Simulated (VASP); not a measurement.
# RbCl (Fm-3m) in VASP: a series of runs, part 2 of 2

VASP 6.6.1.

**3. Single point, PBE+D4**

INCAR reads:

```
  ALGO = Normal
  EDIFF = 1E-6
  ENCUT = 500
  GGA = PE
  GGA_COMPAT = F
  ISIF = 2
  ISMEAR = 0
  IVDW = 13
  LASPH = T
  LCHARG = F
  LREAL = F
  LWAVE = F
  NBANDS = 15
  NELM = 120
  PREC = Accurate
  SIGMA = 0.1
```

KPOINTS reads:

```
k-points
0
Gamma
  4 4 4
```

POSCAR reads:

```
RbCl
1.0
    0.0000000000      3.3087073290      3.3087073290
    3.3087073290      0.0000000000      3.3087073290
    3.3087073290      3.3087073290      0.0000000000
Rb Cl
1 1
Direct
    0.0000000000      0.0000000000      0.0000000000
    0.5000000000      0.5000000000      0.5000000000
```

Potentials or basis: VASP PAW PBE potentials, release 64 (Rb_sv, Cl).

On the command line:

```
$ cat potpaw_PBE.64/Rb_sv/POTCAR potpaw_PBE.64/Cl/POTCAR > POTCAR
$ mpirun -np 1 vasp_std > vasp.out
```

OUTCAR:

```text
EDIFF = 1E-6
   ENCUT = 500
   GGA = PE
   ISIF = 2
   ISMEAR = 0
   IVDW = 13
   LASPH = T
   LREAL = F
   NELM = 120
   PREC = Accurate

 ion  position               nearest neighbor table
   1  0.000  0.000  0.000-   2 3.31   2 3.31   2 3.31   2 3.31   2 3.31   2 3.31
   2  0.500  0.500  0.500-   1 3.31   1 3.31   1 3.31   1 3.31   1 3.31   1 3.31

  LATTYP: Found a face centered cubic cell.
 ALAT       =     6.6174146580

  Lattice vectors:

 A1 = (   0.0000000000,   3.3087073290,   3.3087073290)
 A2 = (   3.3087073290,   0.0000000000,   3.3087073290)
 A3 = (   3.3087073290,   3.3087073290,   0.0000000000)

Analysis of symmetry for initial positions (statically):
=====================================================================
 Subroutine PRICEL returns:
 Original cell was already a primitive cell.

 Routine SETGRP: Setting up the symmetry group for a
 face centered cubic supercell.

 Subroutine GETGRP returns: Found 48 space group operations
 (whereof 48 operations were pure point group operations)
 out of a pool of 48 trial point group operations.

[... 159 lines left out ...]
      5      -9.9494      2.00000
      6      -1.9385      2.00000
      7      -1.9385      2.00000
      8      -1.9385      2.00000
      9       3.0069      0.00000
     10       6.0438      0.00000
     11       6.0438      0.00000
     12       6.0438      0.00000
     13       7.0165      0.00000
     14       7.0165      0.00000
[... 113 lines left out ...]
      2     -13.9060      2.00000
      3     -10.1178      2.00000
      4     -10.1178      2.00000
      5      -9.9394      2.00000
      6      -2.3651      2.00000
      7      -2.1774      2.00000
      8      -2.1774      2.00000
      9       5.7103      0.00000
     10       5.7103      0.00000
     11       7.3331      0.00000
     12       7.3470      0.00000
     13       9.4960      0.00000
     14       9.7493      0.00000
     15      10.2618      0.00000

------------------------ aborting loop because EDIFF is reached ----------------------------------------

  DFT-D4 for vdW energy calculation

  Edisp (eV):   -0.20709

  FORCE on cell =-STRESS in cart. coord.  units (eV):
  Direction    XX          YY          ZZ          XY          YZ          ZX
  --------------------------------------------------------------------------------------
  -------------------------------------------------------------------------------------
  Total       0.03742     0.03742     0.03742    -0.00000    -0.00000     0.00000
  in kB       0.82763     0.82763     0.82763    -0.00000    -0.00000     0.00000
  external pressure =        0.83 kB  Pullay stress =        0.00 kB

 VOLUME and BASIS-vectors are now :
 -----------------------------------------------------------------------------
  energy-cutoff  :      500.00
  volume of cell :       72.44
      direct lattice vectors                 reciprocal lattice vectors
     0.000000000  3.308707329  3.308707329    -0.151116418  0.151116418  0.151116418
     3.308707329  0.000000000  3.308707329     0.151116418 -0.151116418  0.151116418
     3.308707329  3.308707329  0.000000000     0.151116418  0.151116418 -0.151116418

 POSITION                                       TOTAL-FORCE (eV/Angst)
 -----------------------------------------------------------------------------------
      0.00000      0.00000      0.00000         0.000000      0.000000      0.000000
      3.30871      3.30871      3.30871         0.000000     -0.000000     -0.000000
 -----------------------------------------------------------------------------------
    total drift:                                0.000000      0.000000      0.000000

  FREE ENERGIE OF THE ION-ELECTRON SYSTEM (eV)
  ---------------------------------------------------
  free  energy   TOTEN  =        -6.8776030817 eV

  energy  without entropy=       -6.8776030817  energy(sigma->0) =       -6.87760308
```

OSZICAR:

```text
N       E                     dE             d eps       ncg     rms          rms(c)
DAV:   1     0.834536244198E+02    0.83454E+02   -0.68526E+03   240   0.901E+02
DAV:   2    -0.983908444950E+00   -0.84438E+02   -0.76278E+02   326   0.165E+02
DAV:   3    -0.689790988140E+01   -0.59140E+01   -0.58895E+01   317   0.455E+01
DAV:   4    -0.703690204330E+01   -0.13899E+00   -0.13897E+00   365   0.721E+00
DAV:   5    -0.703816763758E+01   -0.12656E-02   -0.12655E-02   339   0.648E-01    0.311E+00
DAV:   6    -0.667722939133E+01    0.36094E+00   -0.50922E-01   303   0.344E+00    0.236E+00
DAV:   7    -0.665468933990E+01    0.22540E-01   -0.13116E-01   310   0.185E+00    0.143E+00
DAV:   8    -0.666883175559E+01   -0.14142E-01   -0.16967E-02   316   0.813E-01    0.181E-01
DAV:   9    -0.666983291460E+01   -0.10012E-02   -0.16957E-03   324   0.210E-01    0.104E-01
DAV:  10    -0.667049058916E+01   -0.65767E-03   -0.58942E-04   254   0.151E-01    0.171E-02
DAV:  11    -0.667050481205E+01   -0.14223E-04   -0.28735E-05   310   0.323E-02    0.962E-03
DAV:  12    -0.667051224026E+01   -0.74282E-05   -0.14146E-05   261   0.230E-02    0.293E-03
DAV:  13    -0.667051232136E+01   -0.81100E-07   -0.18764E-07   274   0.310E-03
   1 F= -.68776031E+01 E0= -.68776031E+01  d E =-.230786E-11
```

stdout:

```text
POSCAR found type information on POSCAR RbCl
 POSCAR found :  2 types and       2 ions
 scaLAPACK will be used
 LDA part: xc-table for (Slater+PW92), standard interpolation
 POSCAR, INCAR and KPOINTS ok, starting setup
 FFT: planning ... GRIDC
 FFT: planning ... GRID_SOFT
 FFT: planning ... GRID
 WAVECAR not read
 entering main loop
```

It took 6.3 s on 1 thread of Intel Xeon 6975P-C (Granite Rapids), shared host; peak memory 0.19 GiB.

What came out:

* Free energy: -6.8776 eV
* Pressure: 0.1 GPa
* Band gap on the k mesh: 4.95 eV
* Dispersion energy per atom: -0.104 eV

**4. Single point, PBE**

INCAR reads:

```
PREC = Accurate
ENCUT = 500
EDIFF = 1E-6
ISMEAR = 1
SIGMA = 0.27211386245988
LREAL = F
LASPH = T
NELM = 120
ALGO = Normal
ISIF = 2
LWAVE = F
LCHARG = F
GGA = PE
NBANDS = 15
GGA_COMPAT = F
```

KPOINTS reads:

```
regular mesh
0
Gamma
  4 4 4
```

POSCAR is that of step 3.

On the command line:

```
$ cat potpaw_PBE.64/Rb_sv/POTCAR potpaw_PBE.64/Cl/POTCAR > POTCAR
$ mpirun -np 1 vasp_std > vasp.out
```

Wall time 6.2 s (1 thread of Intel Xeon 6975P-C (Granite Rapids), shared host); peak memory 0.19 GiB.

It converged, with:

| Quantity | Value |
| --- | --- |
| Free energy | -6.6480 eV |
| Pressure | 0.5 GPa |
| Band gap on the k mesh | 4.95 eV |

Levels at points of the mesh, in eV from the valence-band top:
```tsv
k point	band 6	band 7	band 8	band 9	band 10	band 11
(0.00, 0.00, 0.00)	0.00	0.00	0.00	4.95	7.99	7.99
(0.50, 0.00, 0.00)	-0.84	-0.32	-0.32	7.70	7.92	10.10
(0.50, 0.50, 0.00)	-0.32	-0.10	-0.10	6.23	8.00	9.63
```

**5. Single point, PBE, collinear spin**

INCAR reads:

```
PREC     = Accurate       # precision mode
ENCUT    = 500            # plane-wave cutoff, eV
EDIFF    = 1E-6           # SCF threshold, eV
ISMEAR   = 0              # smearing method
SIGMA    = 0.1            # smearing width, eV
LREAL    = False          # projectors in reciprocal space
LASPH    = True           # aspherical terms in the spheres
NELM     = 200            # most SCF steps
ALGO     = Normal         # electronic algorithm
ISIF     = 2              # what is computed and relaxed
LWAVE    = False          # write WAVECAR
LCHARG   = True           # write CHGCAR
ISPIN    = 2              # spin polarisation
MAGMOM   = 0.48 3.06      # initial moments
LORBIT   = 11             # projections on sites
NUPDOWN  = 5.0            # fixed moment
GGA      = PE             # functional
LELF     = True           # ELF
LVHAR    = True         
NBANDS   = 19             # bands
GGA_COMPAT= False
```

KPOINTS reads:

```
Automatic mesh
0
Gamma
  3 3 3
```

POSCAR is that of step 4.

On the command line:

```
$ cat potpaw_PBE.64/Rb_sv/POTCAR potpaw_PBE.64/Cl/POTCAR > POTCAR
$ mpirun -np 1 vasp_std > vasp.out
```

Wall time 12 s (1 thread of Intel Xeon 6975P-C (Granite Rapids), shared host); peak memory 0.23 GiB.

Results (log left out):

| Item | Value |
| --- | --- |
| Free energy | 14.6828 eV |
| Pressure | 7.3 GPa |
| Net moment | 5.00 μB per cell |
| Site moments | Rb +0.33; Cl +1.91 μB |
| Valence electrons inside the program's atomic spheres | Rb 7.32; Cl 4.29 |

Caveat: the k points lie up to 0.55 Å⁻¹ apart; the moment is held away from its start; the total moment is fixed, so each spin has its own Fermi level.

**6. Summary**

```tsv
level	spin	fixed moment (μB)	k mesh	smearing	gap on the mesh (eV)	pressure (GPa)
PBEsol	off	-	4 × 4 × 4	gaussian 0.1 eV	4.80	-0.5
PBE+D4	off	-	4 × 4 × 4	gaussian 0.1 eV	4.95	0.1
PBE	off	-	4 × 4 × 4	methfessel-paxton 0.272114 eV	4.95	0.5
PBE	collinear	5.0	3 × 3 × 3	gaussian 0.1 eV	-	7.3
```

Alike in all rows: task single point; potentials or basis VASP PAW PBE potentials, release 64 (Rb_sv, Cl); cell as given; cutoff (eV) 500.

Caveats: some runs use coarse meshes; the PAW data sets were made with another functional, which shifts forces and pressure a little (at least some runs); the moment is held away from its start (at least some runs); the total moment is fixed, so each spin has its own Fermi level (at least some runs).

Absolute energies hang on the potentials; compare differences alone.
